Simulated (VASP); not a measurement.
# Mo: single point with LDA

Crystal: Mo.

```xyz
1
Lattice="-1.5710 1.5710 1.5710 1.5710 -1.5710 1.5710 1.5710 1.5710 -1.5710" Properties=species:S:1:pos:R:3 pbc="T T T"
Mo    0.0000    0.0000    0.0000
```

| Item | Value |
| --- | --- |
| Program | VASP 6.6.1 |
| Task | single point |
| Functional | LDA |
| Potentials or basis | VASP PAW LDA potentials, release 64 (Mo_sv) |
| Cutoff | 500 eV |
| k mesh | 8 × 8 × 8 |
| Occupations | gaussian, width 0.1 eV |
| Spin | no spin polarisation |

```json
{
  "Pressure": "-6.5 GPa",
  "Band gap on the k mesh": "zero (band 7 reaches 16.65 eV, above the bottom of band 8 at 11.20 eV)"
}
```

Levels at points of the mesh, in eV from the Fermi level:
```csv
k point,band 4,band 5,band 6,band 7,band 8,band 9,band 10,band 11
"(0.00, 0.00, 0.00)",-34.24,-7.13,-1.27,-1.27,-1.27,1.76,1.76,14.96
"(0.50, 0.00, 0.00)",-34.25,-5.27,-3.33,1.80,1.83,2.43,4.95,11.87
"(0.50, 0.50, 0.50)",-35.24,-5.41,-5.41,4.17,4.17,4.17,9.23,9.23
```

It took 5.5 s on 1 thread of Intel Xeon 8259CL, with other jobs on the host, peak memory 0.12 GiB.
